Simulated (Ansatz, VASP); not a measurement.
One calculation of Li2O, two programs

The input INCAR:

```
SYSTEM = Li2O
ALGO     = Normal         ! electronic algorithm
EDIFF    = 1E-8           ! SCF threshold, eV
ENCUT    = 650            ! plane-wave cutoff, eV
GGA      = PS             ! functional
GGA_COMPAT= .FALSE.      
ISIF     = 2              ! what is computed and relaxed
ISMEAR   = -1             ! smearing method
LASPH    = .TRUE.         ! aspherical terms in the spheres
LCHARG   = .FALSE.        ! write CHGCAR
LEFG     = .TRUE.       
LREAL    = .FALSE.        ! projectors in reciprocal space
LWAVE    = .FALSE.        ! write WAVECAR
NBANDS   = 13             ! bands
NELM     = 120            ! most SCF steps
PREC     = Accurate       ! precision mode
SIGMA    = 0.03           ! smearing width, eV
```

File KPOINTS:

```
k-points
0
G
  9 9 9
  0 0 0
```

The input POSCAR:

```
Li2O
1.0
    0.0000000000      2.3547958134      2.3547958134
    2.3547958134      0.0000000000      2.3547958134
    2.3547958134      2.3547958134      0.0000000000
Li O
2 1
Direct
    0.2500000000      0.2500000000      0.2500000000
    0.7500000000      0.7500000000      0.7500000000
    0.0000000000      0.0000000000      0.0000000000
```

Input for Ansatz:

```yaml
crystal:
  lattice:
    - [0.0, 2.3547958134, 2.3547958134]
    - [2.3547958134, 0.0, 2.3547958134]
    - [2.3547958134, 2.3547958134, 0.0]
  atoms:
    - { symbol: Li, position: [0.25, 0.25, 0.25] }
    - { symbol: Li, position: [0.75, 0.75, 0.75] }
    - { symbol: O, position: [0.0, 0.0, 0.0] }
kpoints:
  mp_grid: { grid: [9, 9, 9] }
scf:
  occupations: { method: fermi_dirac, width: 0.03 }
hamiltonian:
  xc: pbesol
  pseudopotentials: { kind: all_electron, datasets: crystal }
output:
  forces: true
  stress: true
  eigenvalues: true
  efg: { contact_densities: true }
```

Change from the starting cell: volume scaled by 1.06, crystal datasets.

Alike in both runs: task electric field gradients; functional PBEsol; k mesh 9 × 9 × 9; occupations fermi-dirac, width 0.03 eV; no spin polarisation.

|  | VASP | Ansatz |
| --- | --- | --- |
| version | VASP 6.6.1 | Ansatz 0.2.0 |
| potentials or method | VASP PAW PBE potentials, release 64 (Li_sv, O), cutoff 650 eV | all-electron PAW with datasets made for the crystal, scalar-relativistic |

```csv
,VASP,Ansatz,Ansatz less VASP
gap on the k mesh at the Fermi level (eV),4.76,4.74,-0.011
pressure (GPa),-6.2,-6.0,+0.17
```

VASP's potentials were made for PBE, not for PBEsol. Ansatz ran all-electron here, and VASP with PAW potentials.
